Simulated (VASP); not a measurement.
Here is a VASP 6.6.1 calculation.

The input INCAR:

```
SYSTEM = C
  PREC = Accurate
  ENCUT = 520
  EDIFF = 1E-7
  ISMEAR = 0
  SIGMA = 0.15
  LREAL = .False.
  LASPH = .True.
  NELM = 60
  ALGO = Normal
  ISIF = 2
  LWAVE = .False.
  LCHARG = .True.
  GGA = PS
  IVDW = 12
  LELF = .True.
  LVHAR = .True.
  NBANDS = 16
```

The input KPOINTS:

```
regular mesh
0
Gamma
  21 21 8
  0 0 0
```

File POSCAR:

```
C
1.0
    2.3611836932      0.0000000000      0.0000000000
   -1.1805918466      2.0448450613      0.0000000000
    0.0000000000      0.0000000000      7.1307747534
C
4
Direct
    0.0000000000      0.0000000000      0.0025000000
    0.0000000000      0.0000000000      0.5025000000
    0.3333333333      0.6666666667      0.0025000000
    0.6666666667      0.3333333333      0.5025000000
```

Potentials or basis: VASP PAW PBE potentials, release 64 (C).

Command:

```bash
$ cat potpaw_PBE.64/C/POTCAR > POTCAR
$ mpirun -np 1 vasp_std > vasp.out
```

(1) What does it give for the pressure?

(2) Predict the band gap on the k mesh.

Answers

(1) 39.7 GPa.

(2) zero (band 8 reaches 4.86 eV, above the bottom of band 9 at 4.85 eV).

Caveat: the PAW data sets were made with another functional, which shifts forces and pressure a little.
